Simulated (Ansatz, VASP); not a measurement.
## SbMo in VASP and in Ansatz

```
Mo Sb
1.0
     0.00000    3.06263    3.06263
     3.06263    0.00000    3.06263
     3.06263    3.06263    0.00000
Mo Sb
1 1
Direct
  0.00000 0.00000 0.00000
  0.25000 0.25000 0.25000
```

Alike in both runs: task single point; functional PBEsol; k mesh 10 × 10 × 10; occupations gaussian, width 0.05 eV; no spin polarisation.

```csv
,VASP,Ansatz
version,VASP 6.6.1,Ansatz 0.2.0
potentials or method,"VASP PAW PBE potentials, release 64 (Mo_sv, Sb), cutoff 520 eV","scalar-relativistic, plane waves, PAW"
valence electrons in the cell,19,29
```

Ansatz gave:

* gap on the k mesh at the Fermi level (eV): none
* pressure (GPa): -3.2

Question: Estimate VASP's values.

Answer: gap on the k mesh at the Fermi level (eV): none; pressure (GPa): -3.1.

VASP's potentials were made for PBE, not for PBEsol. A gap of «none» marks a metal or a gap that the smearing closes. VASP's potentials hold 19 valence electrons a cell and Ansatz's 29, so a difference there can come from the potentials and not from the codes.

Spin-orbit coupling is off throughout.
